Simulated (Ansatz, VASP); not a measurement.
# Two plane-wave programs on Te

Contents of INCAR:

```
SYSTEM = Te
ALGO     = Normal         ! electronic algorithm
EDIFF    = 1E-8           ! SCF threshold, eV
ENCUT    = 520            ! plane-wave cutoff, eV
ISIF     = 2              ! what is computed and relaxed
ISMEAR   = -1             ! smearing method
LASPH    = .TRUE.         ! aspherical terms in the spheres
LCHARG   = .FALSE.        ! write CHGCAR
LEFG     = .TRUE.       
LREAL    = .FALSE.        ! projectors in reciprocal space
LWAVE    = .FALSE.        ! write WAVECAR
NBANDS   = 16             ! bands
NELM     = 60             ! most SCF steps
PREC     = Accurate       ! precision mode
SIGMA    = 0.05           ! smearing width, eV
```

Contents of KPOINTS:

```
k-points
0
G
  8 8 8
  0 0 0
```

The input POSCAR:

```
Te
1.0
    4.1917590000     -2.3474880000      0.0000000000
    4.1917590000      2.3474880000      0.0000000000
   -0.1291455000      0.0000000000      3.9573500000
Te
3
Direct
    0.6760000000      0.6760000000      0.6750000000
    0.3240000000      0.3240000000      0.3250000000
    0.0000000000      0.0000000000      0.0000000000
```

Input for Ansatz:

```yaml
crystal:
  lattice:
    - [4.191759, -2.347488, 0.0]
    - [4.191759, 2.347488, 0.0]
    - [-0.1291455, 0.0, 3.95735]
  atoms:
    - { symbol: Te, position: [0.676, 0.676, 0.675] }
    - { symbol: Te, position: [0.324, 0.324, 0.325] }
    - { symbol: Te, position: [0.0, 0.0, 0.0] }
kpoints:
  mp_grid: { grid: [8, 8, 8] }
scf:
  occupations: { method: fermi_dirac, width: 0.05 }
hamiltonian:
  xc: lda
  pseudopotentials: { kind: paw }
output:
  forces: true
  stress: true
  eigenvalues: true
  efg: { contact_densities: true }
  write_density: true
  write_potential: true
  elf: true
  volumetric_format: npy
```

Change from the starting cell: equal xx and yy strain of -1 %, PAW files.

Alike in both runs: task electric field gradients; functional LDA; k mesh 8 × 8 × 8; occupations fermi-dirac, width 0.05 eV; no spin polarisation.

```csv
,VASP,Ansatz
version,VASP 6.6.1,Ansatz 0.2.0
potentials or method,"VASP PAW LDA potentials, release 64 (Te)","PAW with Ansatz's default frozen-core files, scalar-relativistic"
plane-wave cutoff (eV),520,420
valence electrons in the cell,18,48
```

```csv
,VASP,Ansatz,Ansatz less VASP
pressure (GPa),7.0,6.8,-0.16
"traceless stress, the component that is largest in VASP (GPa)",0.91,0.92,+0.010
rms of the force components (eV/Å),0.248,0.242,-0.0058
size of Vzz on the site where it differs most (V/Å²),305.8,317.8,+12.04
```

LDA's correlation is that of Perdew and Zunger in VASP and of Perdew and Wang (1992) in Ansatz. Atom by atom the forces differ by 0.006 eV/Å (rms over components). VASP's potentials hold 18 valence electrons a cell and Ansatz's 48, so a difference there can come from the potentials and not from the codes.

Spin-orbit coupling is off throughout.
